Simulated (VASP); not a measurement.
Write the native input for VASP 6.6.1 that does the following.

- Task: single point
- Functional: r2SCAN
- Potentials or basis: VASP PAW PBE potentials, release 64 (Ba_sv, Zr_sv, O_h)
- Cutoff: 1480 eV
- k mesh: 6 × 6 × 6
- Occupations: gaussian, width 0.01 eV
- Spin: no spin polarisation
- Dipole correction: no
- Further INCAR settings: ALGO = Normal; EDIFF = 1e-06; NBANDS = 28

The system is BaZrO3.

```xyz
5
Lattice="4.1629 0.0000 0.0000 0.0000 4.1629 0.0000 0.0000 0.0000 4.1629" Properties=species:S:1:pos:R:3 pbc="T T T"
Ba    0.0000    0.0000    0.0000
Zr    2.0814    2.0814    2.0814
O     2.0814    2.0814    0.0000
O     2.0814    0.0000    2.0814
O     0.0000    2.0814    2.0814
```

The input as run:

POSCAR

```
BaZrO3
1.0
    4.1628739337      0.0000000000      0.0000000000
    0.0000000000      4.1628739337      0.0000000000
    0.0000000000      0.0000000000      4.1628739337
Ba Zr O
1 1 3
Direct
    0.0000000000      0.0000000000      0.0000000000
    0.5000000000      0.5000000000      0.5000000000
    0.5000000000      0.5000000000      0.0000000000
    0.5000000000      0.0000000000      0.5000000000
    0.0000000000      0.5000000000      0.5000000000
```

INCAR.step1

```
PREC = Accurate
ENCUT = 1480
ISMEAR = 0
SIGMA = 0.01
LREAL = False
LASPH = True
NELM = 120
NBANDS = 28
GGA = PE
ALGO = Normal
EDIFF = 1E-5
LWAVE = True
LCHARG = False
GGA_COMPAT = False
```

INCAR.step2

```
PREC = Accurate
ENCUT = 1480
EDIFF = 1E-6
ISMEAR = 0
SIGMA = 0.01
LREAL = False
LASPH = True
NELM = 120
ALGO = Normal
ISIF = 2
LWAVE = False
LCHARG = True
METAGGA = R2SCAN
LMIXTAU = True
LELF = True
LVHAR = True
NBANDS = 28
ISTART = 1
GGA_COMPAT = False
```

KPOINTS

```
regular mesh
0
Gamma
  6 6 6
```

Potentials or basis: VASP PAW PBE potentials, release 64 (Ba_sv, Zr_sv, O_h).

Launch:

```sh
$ cat potpaw_PBE.64/Ba_sv/POTCAR potpaw_PBE.64/Zr_sv/POTCAR potpaw_PBE.64/O_h/POTCAR > POTCAR
$ cp INCAR.step1 INCAR
$ mpirun -np 1 vasp_std > vasp.out
$ cp INCAR.step2 INCAR
$ mpirun -np 1 vasp_std > vasp.out
```

It gave:

The pressure is 6.3 GPa and the band gap on the k mesh is 3.77 eV (least direct gap 3.98 eV).

Caveat: the cell stands under pressure; the PAW data sets were made with another functional, which shifts forces and pressure a little; spin-orbit coupling is left out, which moves the levels of the heavy elements.

It took 12 min on 1 thread of AMD EPYC 7R13 Processor (Zen 3) (shared host), peak memory 0.54 GiB.
